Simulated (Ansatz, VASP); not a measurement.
# NaCl in VASP and in Ansatz

Contents of INCAR:

```
ALGO = Normal
EDIFF = 1E-6
EDIFFG = -0.01
ENCUT = 600
GGA = PE
IBRION = 2
ISIF = 3
ISMEAR = -1
IVDW = 12
LASPH = T
LCHARG = F
LREAL = F
LWAVE = F
NELM = 100
NSW = 60
PREC = Accurate
SIGMA = 0.05
```

Contents of KPOINTS:

```
k-points
0
Gamma
  8 8 8
```

File POSCAR:

```
NaCl
1.0
    3.5021900000      0.0000000000      0.0000000000
    0.0000000000      3.5021900000      0.0000000000
    0.0000000000      0.0000000000      3.5021900000
Cl Na
1 1
Direct
    0.5000000000      0.5000000000      0.5000000000
    0.0000000000      0.0000000000      0.0000000000
```

File input.yaml:

```yaml
crystal:
  lattice:
    - [3.50219, 0.0, 0.0]
    - [0.0, 3.50219, 0.0]
    - [0.0, 0.0, 3.50219]
  atoms:
    - { symbol: Cl, position: [0.5, 0.5, 0.5] }
    - { symbol: Na, position: [0.0, 0.0, 0.0] }
hamiltonian:
  xc: pbe
  pseudopotentials: { kind: paw }
  dispersion: d3bj
kpoints:
  mp_grid: { grid: [8, 8, 8] }
scf:
  occupations: { method: fermi_dirac, width: 0.05 }
output:
  forces: true
  stress: true
  eigenvalues: true
relax:
  f_tol: 0.01
  max_steps: 40
  cell: { stress_tol: 0.05 }
```

Alike in both runs: task relaxation of cell and atoms; functional PBE; dispersion D3(BJ); k mesh 8 × 8 × 8; occupations fermi-dirac, width 0.05 eV; no spin polarisation.

```csv
,VASP,Ansatz
version,VASP 6.6.1,Ansatz 0.2.0
potentials or method,"VASP PAW PBE potentials, release 64 (Cl, Na_pv)",Ansatz PAW
plane-wave cutoff (eV),600,420
valence electrons in the cell,14,16
```

VASP gave:

- gap on the k mesh at the Fermi level, each at its own relaxed structure (eV): 4.19
- relaxed volume (Å³/atom): 20.25
- relaxed cell length with the largest relative difference (Å): 3.434

Question: Which values does Ansatz return?

Answer: gap on the k mesh at the Fermi level, each at its own relaxed structure (eV): 4.18; relaxed volume (Å³/atom): 20.25; relaxed cell length with the largest relative difference (Å): 3.434.

VASP's potentials hold 14 valence electrons a cell and Ansatz's 16, so a difference there can come from the potentials and not from the codes.

Noted on Ansatz's run: the plane-wave basis is chosen anew once the cell has moved, so the energies of steps on either side of that aren't comparable.
